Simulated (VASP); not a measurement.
# Re in VASP: notebook, part 2 of 2

VASP 6.6.1.

## (4) Single point, r2SCAN (strain -0.025 along x and y, +0.025 along z)

POSCAR reads:

```
Re
1.0
    0.0000000000      1.9256250000      2.0243750000
    1.9256250000      0.0000000000      2.0243750000
    1.9256250000      1.9256250000      0.0000000000
Re
1
Direct
    0.0000000000      0.0000000000      0.0000000000
```

INCAR.step1 reads:

```
PREC = Accurate ; ENCUT = 520
ISMEAR = 0 ; SIGMA = 0.15
LREAL = F ; LASPH = T
NELM = 80 ; NBANDS = 10
GGA = PE ; ALGO = Normal
EDIFF = 1E-4 ; LWAVE = T
LCHARG = F
```

INCAR.step2 reads:

```
PREC = Accurate ; ENCUT = 520
EDIFF = 1E-6 ; ISMEAR = 0
SIGMA = 0.15 ; LREAL = F
LASPH = T ; NELM = 80
ALGO = Normal ; ISIF = 2
LWAVE = F ; LCHARG = T
METAGGA = R2SCAN ; LMIXTAU = T
LELF = T ; LVHAR = T
NBANDS = 10 ; ISTART = 1
```

KPOINTS reads:

```
regular mesh
0
Gamma
  20 20 20
```

Potentials or basis: VASP PAW PBE potentials, release 64 (Re).

Started as:

```
$ cat potpaw_PBE.64/Re/POTCAR > POTCAR
$ cp INCAR.step1 INCAR
$ mpirun -np 1 vasp_std > vasp.out
$ cp INCAR.step2 INCAR
$ mpirun -np 1 vasp_std > vasp.out
```

OUTCAR:

```text
PREC = Accurate
   ENCUT = 520
   EDIFF = 1E-6
   ISMEAR = 0
   LREAL = F
   LASPH = T
   NELM = 80
   ISIF = 2
   METAGGA = R2SCAN
   ISTART = 1

 ion  position               nearest neighbor table
   1  0.000  0.000  0.000-

  LATTYP: Found a body centered tetragonal cell.
 ALAT       =     2.7232449910
 C/A-ratio  =     1.4867373348

  Lattice vectors:

 A1 = (  -1.9256250000,   0.0000000000,   2.0243750000)
 A2 = (   1.9256250000,   0.0000000000,   2.0243750000)
 A3 = (   0.0000000000,   1.9256250000,  -2.0243750000)

Analysis of symmetry for initial positions (statically):
=====================================================================
 Subroutine PRICEL returns:
 Original cell was already a primitive cell.

 Routine SETGRP: Setting up the symmetry group for a
 body centered tetragonal supercell.

 Subroutine GETGRP returns: Found 16 space group operations
 (whereof 16 operations were pure point group operations)
 out of a pool of 16 trial point group operations.

The static configuration has the point symmetry D_4h.

Analysis of symmetry for dynamics (positions and initial velocities):
=====================================================================
 Subroutine PRICEL returns:
 Original cell was already a primitive cell.

 Routine SETGRP: Setting up the symmetry group for a
 body centered tetragonal supercell.

 Subroutine GETGRP returns: Found 16 space group operations
 (whereof 16 operations were pure point group operations)
 out of a pool of 16 trial point group operations.

The dynamic configuration has the point symmetry D_4h.

 Subroutine INISYM returns: Found 16 space group operations
 (whereof 16 operations are pure point group operations),
 and found     1 'primitive' translations

[... 113 lines left out ...]
  volume/ion in A,a.u.               =      15.01       101.31
  Fermi-wavevector in a.u.,A,eV,Ry     =   1.269461  2.398934 21.926215  1.611531
  Thomas-Fermi vector in A             =   2.402501
   LORBIT       =      0    0 simple, 1 ext, 2 COOP (PROOUT), +10 PAW based schemes
   METAGGA = R2SCAN    functional components
   LHFCALC =     F    Hartree Fock is set to
   AEXX    =    0.0000 exact exchange contribution
   IVDW    =     0    specifies the selected vdW correction
   LEPSILON=     F    determine dielectric tensor
   LRPA    =     F    only Hartree local field effects (RPA)
 non-spin polarized calculation
 Gauss-broadening in eV      SIGMA  =   0.15
  energy-cutoff  :      520.00
  volume of cell :       15.01
 maximum number of plane-waves:       419
 NGX is ok and might be reduce to    24
   NGX = 11   NGY = 11   NGZ = 11

 number of electron       7.0000000 magnetization

 Free energy of the ion-electron system (eV)
  ---------------------------------------------------
  ext. energy  EPLUGINS =         0.00000000
  ---------------------------------------------------
  free energy    TOTEN  =       -52.36827871 eV

  energy without entropy =      -52.35939366  energy(sigma->0) =      -52.36383618

 E-fermi :   7.7746     XC(G=0): -14.8681

 val. band max:        7.7734648803   @ k =  -0.4500   0.2500   0.0500
 cond. band min:       7.7777013279   @ k =  -0.4000   0.3000   0.2500
 fundamental gap:      0.0042364475
 Fermi energy:         7.7745976358

 k-point     1 :       0.0000    0.0000    0.0000
  band No.  band energies     occupation
      1      -2.7679      2.00000
      2       5.2612      2.00000
      3       6.0456      2.00000
      4       6.0456      2.00000
      5       8.5163      0.00000
      6       9.5796      0.00000
      7      22.2706      0.00000
      8      27.0474      0.00000
      9      28.8327      0.00000
     10      28.8327      0.00000
[... 287 lines left out ...]
 k-point    24 :      -0.3500    0.0500    0.0000
  band No.  band energies     occupation
      1       0.6803      2.00000
      2       5.4213      2.00000
      3       5.9343      2.00000
      4       6.3343      2.00000
      5      10.1625      0.00000
      6      11.2091      0.00000
      7      19.8697      0.00000
      8      23.5452      0.00000
      9      29.6351      0.00000
     10      31.7392      0.00000

 [... further k-points ...]

------------------------ aborting loop because EDIFF is reached ----------------------------------------

  FORCE on cell =-STRESS in cart. coord.  units (eV):
  Direction    XX          YY          ZZ          XY          YZ          ZX
  --------------------------------------------------------------------------------------
  -------------------------------------------------------------------------------------
  Total       -0.1279928     -0.1279928     -1.5441581      0.0000000      0.0000000      0.0000000
  in kB      -13.6594021    -13.6594021   -164.7926957      0.0000000      0.0000000      0.0000000
  external PRESSURE =     -64.0371666 kB  Pullay stress =       0.0000000 kB

 VOLUME and BASIS-vectors are now :
 -----------------------------------------------------------------------------
  energy-cutoff  :      520.00
  volume of cell :       15.01
      direct lattice vectors                 reciprocal lattice vectors
     0.000000000  1.925625000  2.024375000    -0.259655956  0.259655956  0.246989812
     1.925625000  0.000000000  2.024375000     0.259655956 -0.259655956  0.246989812
     1.925625000  1.925625000  0.000000000     0.259655956  0.259655956 -0.246989812

 POSITION                                       TOTAL-FORCE (eV/Angst)
 -----------------------------------------------------------------------------------
      0.00000      0.00000      0.00000         0.000000     -0.000000      0.000000
 -----------------------------------------------------------------------------------
    total drift:                                0.000000      0.000000     -0.000000

  FREE ENERGIE OF THE ION-ELECTRON SYSTEM (eV)
  ---------------------------------------------------
  free  energy   TOTEN  =       -52.3682787111 eV

  energy  without entropy=      -52.3593936581  energy(sigma->0) =      -52.36383618
```

It took 3.5 min on 1 thread of Intel Xeon Platinum 8259CL at 2.50GHz (Skylake/Cascade Lake), shared host; peak memory 0.23 GiB.

What came out:

| Property | Result |
| --- | --- |
| Free energy | -52.3683 eV |
| Pressure | -6.4 GPa |
| Band gap on the k mesh | zero (an odd number of electrons rules out a gap without spin polarisation) |

Caveat: the cell differs from its parent crystal (strain -0.025 along x and y, +0.025 along z); the cell stands under tension; the PAW data sets were made with another functional, which shifts forces and pressure a little; spin-orbit coupling is left out, which moves the levels of the heavy elements.

## (5) Overview

| cell | gap on the mesh (eV) | pressure (GPa) |
| --- | --- | --- |
| a = 2.863 Å, angles 60.0°, 1 atom | none | -35.6 |
| a = 2.724, b = 2.724, c = 2.653 Å, angles 60.9, 60.9, 58.3°, 1 atom | none | 26.9 |
| a = 2.794, b = 2.794, c = 2.723 Å, angles 60.8, 60.8, 58.3°, 1 atom | none | -6.4 |

Alike in all rows: task single point; level r2SCAN; potentials or basis VASP PAW PBE potentials, release 64 (Re); no spin polarisation; k mesh 20 × 20 × 20; cutoff (eV) 520; smearing gaussian 0.15 eV.

Caveats: the PAW data sets were made with another functional, which shifts forces and pressure a little; spin-orbit coupling is left out, which moves the levels of the heavy elements; the cell stands under tension (at least some runs); the cell stands under pressure (at least some runs).

Total energies depend on the potentials used, so only differences within one code and one set of settings carry meaning.
